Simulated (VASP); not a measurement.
## Sb: single point with r2SCAN

Sb, a slab with vacuum:

```
Sb
1.0
     4.06869    0.00000    0.00000
    -2.03434    3.52358    0.00000
     0.00000    0.00000   28.00000
Sb
2
Direct
  0.33333 0.66667 0.52946
  0.66667 0.33333 0.47054
```

```
Program                : VASP 6.6.1
Task                   : single point
Functional             : r2SCAN
Potentials or basis    : VASP PAW PBE potentials, release 64 (Sb)
Cutoff                 : 520 eV
k mesh                 : 9 × 9 × 1
Occupations            : gaussian, width 0.02 eV
Spin                   : no spin polarisation
Dipole correction      : yes
Further INCAR settings : ALGO = Normal; EDIFF = 1e-07; NBANDS = 12
```

```
Largest force                          : 0.150 eV/Å
Band gap on the k mesh                 : 1.44 eV, indirect (least direct gap 2.05 eV)
Ionisation potential of the upper face : 4.97 eV
```

Forces on the atoms (eV/Å):
```
Sb   0.000  0.000 -0.150
Sb   0.000  0.000  0.150
```

Levels at points of the mesh, in eV from the valence-band top:
```
           k point  band 2  band 3  band 4  band 5  band 6  band 7  band 8  band 9
(0.00, 0.00, 0.00)   -6.57   -0.76    0.00    0.00    2.05    2.99    2.99    4.79
```

Run time: 4.6 min on 1 thread of Intel(R) Xeon(R) Platinum 8375C CPU @ 2.90GHz (Ice Lake), on a shared host, peak memory 0.49 GiB.

Caveat: the PAW data sets were made with another functional, which shifts forces and pressure a little; spin-orbit coupling is left out, which moves the levels of the heavy elements.
